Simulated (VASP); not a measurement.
# Pd (P6_3/mmc) in VASP: notebook

The runs below take Pd through single point, relaxation of cell and atoms, with LDA.

All numbers are computed with VASP 6.6.1; they aren't measurements. Logs are shortened: lines on timing, memory, paths and dates and some standing lists are left out, and cuts for length are marked.

**1. The cell of the first run**

It takes space group P6_3/mmc (No. 194, hexagonal). The conventional cell has a = 2.713 Å, b = 2.713 Å, c = 4.517 Å, α = 90.00°, β = 90.00°, γ = 120.00°. Pd (site symmetry -6m2) has 12 Pd at 2.71 to 2.75 Å within 3.6 Å.

**2. Single point, LDA**

INCAR

```
  PREC = Accurate
  ENCUT = 500
  EDIFF = 1E-6
  ISMEAR = -1
  SIGMA = 0.1
  LREAL = F
  LASPH = T
  NELM = 120
  ALGO = Normal
  ISIF = 2
  LWAVE = F
  LCHARG = F
  GGA = CA
  NBANDS = 17
  GGA_COMPAT = F
```

KPOINTS

```
Automatic mesh
0
Gamma
  7 7 4
```

POSCAR

```
Pd
1.0
    2.7134594714      0.0000000000      0.0000000000
   -1.3567297357      2.3499248344      0.0000000000
    0.0000000000      0.0000000000      4.5165454220
Pd
2
Direct
    0.3333333333      0.6666666667      0.2500000000
    0.6666666667      0.3333333333      0.7500000000
```

Potentials or basis: VASP PAW LDA potentials, release 64 (Pd).

Started as:

```console
cat potpaw_LDA.64/Pd/POTCAR > POTCAR
mpirun -np 1 vasp_std > vasp.out
```

OUTCAR:

```text
PREC = Accurate
   ENCUT = 500
   EDIFF = 1E-6
   ISMEAR = -1
   LREAL = F
   LASPH = T
   NELM = 120
   ISIF = 2
   GGA = CA

 ion  position               nearest neighbor table
   1  0.333  0.667  0.250-   2 2.75   2 2.75   2 2.75   2 2.75   2 2.75   2 2.75
   2  0.667  0.333  0.750-   1 2.75   1 2.75   1 2.75   1 2.75   1 2.75   1 2.75

  LATTYP: Found a hexagonal cell.
 ALAT       =     2.7134594714
 C/A-ratio  =     1.6644971003

  Lattice vectors:

 A1 = (   2.7134594714,   0.0000000000,   0.0000000000)
 A2 = (  -1.3567297357,   2.3499248344,   0.0000000000)
 A3 = (   0.0000000000,   0.0000000000,   4.5165454220)

Analysis of symmetry for initial positions (statically):
=====================================================================
 Subroutine PRICEL returns:
 Original cell was already a primitive cell.

 Routine SETGRP: Setting up the symmetry group for a
 hexagonal supercell.

 Subroutine GETGRP returns: Found 24 space group operations
 (whereof 12 operations were pure point group operations)
 out of a pool of 24 trial point group operations.

The static configuration has the point symmetry D_3d.
 The point group associated with its full space group is D_6h.

Analysis of symmetry for dynamics (positions and initial velocities):
=====================================================================
 Subroutine PRICEL returns:
 Original cell was already a primitive cell.

 Routine SETGRP: Setting up the symmetry group for a
 hexagonal supercell.

 Subroutine GETGRP returns: Found 24 space group operations
 (whereof 12 operations were pure point group operations)
 out of a pool of 24 trial point group operations.

The dynamic configuration has the point symmetry D_3d.
 The point group associated with its full space group is D_6h.

 Subroutine INISYM returns: Found 24 space group operations
 (whereof 12 operations are pure point group operations),
 and found     1 'primitive' translations

----------------------------------------------------------------------------------------

                                     Primitive cell

  volume of cell :      28.7994

  direct lattice vectors                    reciprocal lattice vectors
     2.713459471  0.000000000  0.000000000     0.368533236  0.212772763  0.000000000
    -1.356729736  2.349924834  0.000000000     0.000000000  0.425545526  0.000000000
     0.000000000  0.000000000  4.516545422     0.000000000  0.000000000  0.221408157

  length of vectors
     2.713459471  2.713459471  4.516545422     0.425545526  0.425545526  0.221408157

  position of ions in fractional coordinates (direct lattice)
     0.333333333  0.666666667  0.250000000
     0.666666667  0.333333333  0.750000000

  ion indices of the primitive-cell ions
   primitive index   ion index
                 1           1
                 2           2

----------------------------------------------------------------------------------------

 KPOINTS: Automatic mesh

Automatic generation of k-mesh.
 Grid dimensions read from file:
 generate k-points for:    7    7    4

 Generating k-lattice:

  Cartesian coordinates                     Fractional coordinates (reciprocal lattice)
     0.052647605  0.030396109  0.000000000     0.142857143  0.000000000  0.000000000
     0.000000000  0.060792218  0.000000000     0.000000000  0.142857143  0.000000000
     0.000000000  0.000000000  0.055352039     0.000000000  0.000000000  0.250000000

  Length of vectors
     0.060792218  0.060792218  0.055352039

  Shift w.r.t. Gamma in fractional coordinates (k-lattice)
     0.000000000  0.000000000  0.000000000

 Subroutine IBZKPT returns following result:
 ===========================================

 Found     24 irreducible k-points:

 Following reciprocal coordinates:
            Coordinates               Weight
  0.000000  0.000000  0.000000      1.000000
  0.142857  0.000000  0.000000      6.000000
  0.285714  0.000000  0.000000      6.000000
  0.428571  0.000000  0.000000      6.000000
  0.142857  0.142857  0.000000      6.000000
  0.285714  0.142857  0.000000     12.000000
[... 16 lines left out ...]
  0.428571  0.142857  0.500000      6.000000
  0.285714  0.285714  0.500000      6.000000
   k-points           NKPTS =     24   k-points in BZ     NKDIM =     24   number of bands    NBANDS=     17
   number of dos      NEDOS =    301   number of ions     NIONS =      2
   total plane-waves  NPLWV =  14400
   dimension x,y,z NGX =    20 NGY =   20 NGZ =   36
   dimension x,y,z NGXF=    40 NGYF=   40 NGZF=   72
   ions per type =               2
   NGX,Y,Z   is equivalent  to a cutoff of  12.25, 12.25, 13.25 a.u.
   NGXF,Y,Z  is equivalent  to a cutoff of  24.51, 24.51, 26.50 a.u.
 SYSTEM =  unknown system
   PREC   = accura    normal or accurate (medium, high low for compatibility)
   ISTART =      0    job   : 0-new  1-cont  2-samecut
   ICHARG =      2    charge: 1-file 2-atom 10-const
   ISPIN  =      1    spin polarized calculation?
   LNONCOLLINEAR =      F non collinear calculations
   LSORBIT =      F    spin-orbit coupling
   LASPH  =      T    aspherical Exc in radial PAW
   ENCUT  =  500.0 eV  36.75 Ry    6.06 a.u.   4.95  4.95  8.23*2*pi/ulx,y,z
   NELM   =    120;   NELMIN=  2; NELMDL= -5     # of ELM steps
   EDIFF  = 0.1E-05   stopping-criterion for ELM
   LREAL  =      F    real-space projection
   EDIFFG = 0.1E-04   stopping-criterion for IOM
   NSW    =      0    number of steps for IOM
   IBRION =     -1    ionic relax: 0-MD 1-quasi-New 2-CG
   NFREE  =      0    steps in history (QN), initial steepest desc. (CG)
   ISIF   =      2    stress and relaxation
   ISYM   =      2    0-nonsym 1-usesym 2-fastsym
   POTIM  = 0.5000    time-step for ionic-motion
   TEBEG  =    0.0;   TEEND  =   0.0 temperature during run
   PSTRESS=    0.0 pullay stress
   NELECT =      20.0000    total number of electrons
   NUPDOWN=      -1.0000    fix difference up-down
   EMIN   =  10.00;   EMAX   =-10.00  energy-range for DOS
   EFERMI =   0.00;   METHOD = LEGACY
   ISMEAR =    -1;   SIGMA  =   0.10  broadening in eV -4-tet -1-fermi 0-gaus
   EFERMI_NEDOS =   21; number of points for ismear=-14 and -15
   IALGO  =     38    algorithm
   IMIX   =      4    mixing-type and parameters
     AMIX     =   0.40;   BMIX     =  1.00
     AMIX_MAG =   1.60;   BMIX_MAG =  1.00
  volume/ion in A,a.u.               =      14.40        97.17
  Fermi-wavevector in a.u.,A,eV,Ry     =   1.449740  2.739612 28.596010  2.101747
  Thomas-Fermi vector in A             =   2.567432
   LORBIT       =      0    0 simple, 1 ext, 2 COOP (PROOUT), +10 PAW based schemes
   GGA     = CA    functional components
   LHFCALC =     F    Hartree Fock is set to
   AEXX    =    0.0000 exact exchange contribution
   IVDW    =     0    specifies the selected vdW correction
   LEPSILON=     F    determine dielectric tensor
   LRPA    =     F    only Hartree local field effects (RPA)
 non-spin polarized calculation
  energy-cutoff  :      500.00
  volume of cell :       28.80
 maximum number of plane-waves:       748
 NGX is ok and might be reduce to    20
   NGX =  9   NGY =  9   NGZ = 17

 number of electron      19.9999995 magnetization

 Free energy of the ion-electron system (eV)
  ---------------------------------------------------
  ext. energy  EPLUGINS =         0.00000000
  ---------------------------------------------------
  free energy    TOTEN  =       -12.99278555 eV

  energy without entropy =      -12.85022480  energy(sigma->0) =      -12.92150518

 E-fermi :  10.0722     XC(G=0): -13.6599

 val. band max:       10.0621283266   @ k =   0.2857   0.2857   0.2500
 cond. band min:      10.0798542332   @ k =   0.4286   0.0000   0.0000
 fundamental gap:      0.0177259066
 Fermi energy:        10.0721745393

 k-point     1 :       0.0000    0.0000    0.0000
  band No.  band energies     occupation
      1       2.5831      2.00000
      2       4.4592      2.00000
      3       6.9281      2.00000
      4       7.1538      2.00000
      5       7.1538      2.00000
      6       7.5296      2.00000
[... 9 lines left out ...]
     16      29.6367      0.00000
     17      32.5792      0.00000

 k-point     2 :       0.1429    0.0000    0.0000
  band No.  band energies     occupation
      1       3.2408      2.00000
      2       4.9035      2.00000
      3       6.5951      2.00000
      4       7.2520      2.00000
      5       7.5500      2.00000
      6       7.5597      2.00000
[... 9 lines left out ...]
     16      29.4630      0.00000
     17      29.6628      0.00000

 k-point     3 :       0.2857    0.0000    0.0000
  band No.  band energies     occupation
      1       4.5909      2.00000
      2       5.1422      2.00000
      3       6.0379      2.00000
      4       6.7574      2.00000
      5       7.1540      2.00000
      6       7.5173      2.00000
[... 9 lines left out ...]
     16      27.2116      0.00000
     17      29.0094      0.00000

 k-point     4 :       0.4286    0.0000    0.0000
  band No.  band energies     occupation
      1       4.6380      2.00000
      2       5.0369      2.00000
      3       5.1961      2.00000
      4       7.1917      2.00000
      5       7.4277      2.00000
      6       7.6367      2.00000
[... 9 lines left out ...]
     16      24.4098      0.00000
     17      24.5528      0.00000
[... 343 lines left out ...]
      1       5.1433      2.00000
      2       5.1433      2.00000
      3       6.1123      2.00000
      4       6.1123      2.00000
      5       7.6020      2.00000
      6       7.6020      2.00000
[... 9 lines left out ...]
     16      24.8311      0.00000
     17      26.6393      0.00000

 k-point    23 :       0.4286    0.1429    0.5000
  band No.  band energies     occupation
      1       4.9727      2.00000
      2       4.9727      2.00000
      3       5.9079      2.00000
      4       5.9079      2.00000
      5       7.7732      2.00000
      6       7.7732      2.00000
[... 9 lines left out ...]
     16      24.0371      0.00000
     17      27.3234      0.00000

 k-point    24 :       0.2857    0.2857    0.5000
  band No.  band energies     occupation
      1       5.5090      2.00000
      2       5.5090      2.00000
      3       6.3341      2.00000
      4       6.3341      2.00000
      5       7.0850      2.00000
      6       7.0850      2.00000
[... 9 lines left out ...]
     16      20.3902      0.00000
     17      28.5969      0.00000

------------------------ aborting loop because EDIFF is reached ----------------------------------------

  FORCE on cell =-STRESS in cart. coord.  units (eV):
  Direction    XX          YY          ZZ          XY          YZ          ZX
  --------------------------------------------------------------------------------------
  -------------------------------------------------------------------------------------
  Total       -0.3246866     -0.3246866     -0.3313058     -0.0000000      0.0000000      0.0000000
  in kB      -18.0630578    -18.0630578    -18.4312979     -0.0000000      0.0000000      0.0000000
  external PRESSURE =     -18.1858045 kB  Pullay stress =       0.0000000 kB

 VOLUME and BASIS-vectors are now :
 -----------------------------------------------------------------------------
  energy-cutoff  :      500.00
  volume of cell :       28.80
      direct lattice vectors                 reciprocal lattice vectors
     2.713459471  0.000000000  0.000000000     0.368533236  0.212772763  0.000000000
    -1.356729736  2.349924834  0.000000000     0.000000000  0.425545526  0.000000000
     0.000000000  0.000000000  4.516545422     0.000000000  0.000000000  0.221408157

 POSITION                                       TOTAL-FORCE (eV/Angst)
 -----------------------------------------------------------------------------------
     -0.00000      1.56662      1.12914        -0.000000     -0.000000      0.000000
      1.35673      0.78331      3.38741         0.000000      0.000000     -0.000000
 -----------------------------------------------------------------------------------
    total drift:                               -0.000000      0.000000     -0.000000

  FREE ENERGIE OF THE ION-ELECTRON SYSTEM (eV)
  ---------------------------------------------------
  free  energy   TOTEN  =       -12.9927855545 eV

  energy  without entropy=      -12.8502248045  energy(sigma->0) =      -12.92150518
```

Wall time 7.7 s (1 thread of Intel Xeon Platinum 8488C (Sapphire Rapids), shared host); peak memory 0.13 GiB.

Results:

* Free energy: -12.9928 eV
* Pressure: -1.8 GPa
* Band gap on the k mesh: zero (band 10 reaches 10.13 eV, above the bottom of band 11 at 9.30 eV)

Caveat: the k points lie up to 0.38 Å⁻¹ apart.

(Part 1 of 2 ends here.)
